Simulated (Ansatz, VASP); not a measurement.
## One calculation of Hf, two programs

```
CELL_PARAMETERS angstrom
0.00000 2.23127 2.26483
2.23127 0.00000 2.26483
2.23127 2.23127 0.00000
ATOMIC_POSITIONS crystal
Hf 0.00000 0.00000 0.00000
```

Change from the starting cell: z stretched by +1 % at fixed volume, PAW files.

Alike in both runs: task electric field gradients; functional PBE; k mesh 13 × 13 × 13; occupations fermi-dirac, width 0.05 eV; no spin polarisation.

```csv
,VASP,Ansatz
version,VASP 6.6.1,Ansatz 0.2.0
potentials or method,"VASP PAW PBE potentials, release 64 (Hf_pv)","PAW with Ansatz's default frozen-core files, scalar-relativistic"
plane-wave cutoff (eV),400,420
valence electrons in the cell,10,26
```

```csv
,VASP,Ansatz,Ansatz less VASP
pressure (GPa),-0.5,0.0,+0.50
"traceless stress, the component that is largest in VASP (GPa)",-0.55,-0.56,-0.006
size of Vzz on the site where it differs most (V/Å²),8.6,9.6,+0.95
```

With one functional, cell and mesh, what is left measures potentials, basis and numerics. VASP's potentials hold 10 valence electrons a cell and Ansatz's 26, so a difference there can come from the potentials and not from the codes.

Spin-orbit coupling is off throughout.
